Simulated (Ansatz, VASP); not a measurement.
## Rh: VASP beside Ansatz

```
CELL_PARAMETERS angstrom
0.00000 1.75452 1.75452
1.75452 0.00000 1.75452
1.75452 1.75452 0.00000
ATOMIC_POSITIONS crystal
Rh 0.00000 0.00000 0.00000
```

Change from the starting cell: volume scaled by 0.8, crystal datasets.

Alike in both runs: task single point; functional PBEsol; k mesh 17 × 17 × 17; occupations fermi-dirac, width 0.05 eV; no spin polarisation.

|  | VASP | Ansatz |
| --- | --- | --- |
| version | VASP 6.6.1 | Ansatz 0.2.0 |
| potentials or method | VASP PAW PBE potentials, release 64 (Rh_pv), cutoff 500 eV | all-electron PAW with datasets made for the crystal, scalar-relativistic |

VASP gave:

```
pressure (GPa) : 115.5
```

Question: Which values does Ansatz return?

Answer: Pressure (GPa): 115.1.

VASP's potentials were made for PBE, not for PBEsol. Both programs put the cell under a high pressure, so it lies far from rest at this level. Ansatz ran all-electron here, and VASP with PAW potentials.

Noted on VASP's run: the cell as given lies far from equilibrium.
